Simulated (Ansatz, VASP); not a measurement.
# Two plane-wave programs on PbSe

```
Pb Se
1.0
     4.40905    0.00504   -0.00828
    -0.00526    4.40521    0.00196
    -2.22441   -2.19984   12.04626
Pb Se
2 2
Direct
  0.18221 0.20025 0.38615
  0.80136 0.81359 0.61484
  0.67835 0.69818 0.38013
  0.30198 0.31813 0.62086
```

Alike in both runs: task single point; functional PBE-based screened hybrid with a share of 0.25 of exact exchange and HFSCREEN = 0.1; k mesh 4 × 4 × 1; occupations gaussian, width 0.05 eV; no spin polarisation.

|  | VASP | Ansatz |
| --- | --- | --- |
| version | VASP 6.6.1 | Ansatz 0.2.0 |
| potentials or method | VASP PAW PBE potentials, release 64 (Pb_d, Se), cutoff 520 eV | scalar-relativistic, plane waves, PAW |
| valence electrons in the cell | 40 | 60 |

Ansatz gave:

| Quantity | Value |
| --- | --- |
| gap on the k mesh at the Fermi level (eV) | 2.42 |
| least direct gap on the mesh (eV) | 2.43 |
| rms of the force components (eV/Å) | 0.136 |

Problem. Estimate VASP's values.

Solution. gap on the k mesh at the Fermi level (eV): 2.44; least direct gap on the mesh (eV): 2.45; rms of the force components (eV/Å): 0.134.

VASP's potentials were made for PBE, not for PBE-based screened hybrid. Atom by atom the forces differ by 0.002 eV/Å (rms over components). The functional is the same, so the differences come from potentials, cutoffs and numerics. VASP's potentials hold 40 valence electrons a cell and Ansatz's 60, so a difference there can come from the potentials and not from the codes. Ansatz's warnings: stress exchange threshold loose, stress scf threshold loose.

Neither program's run includes spin-orbit coupling.
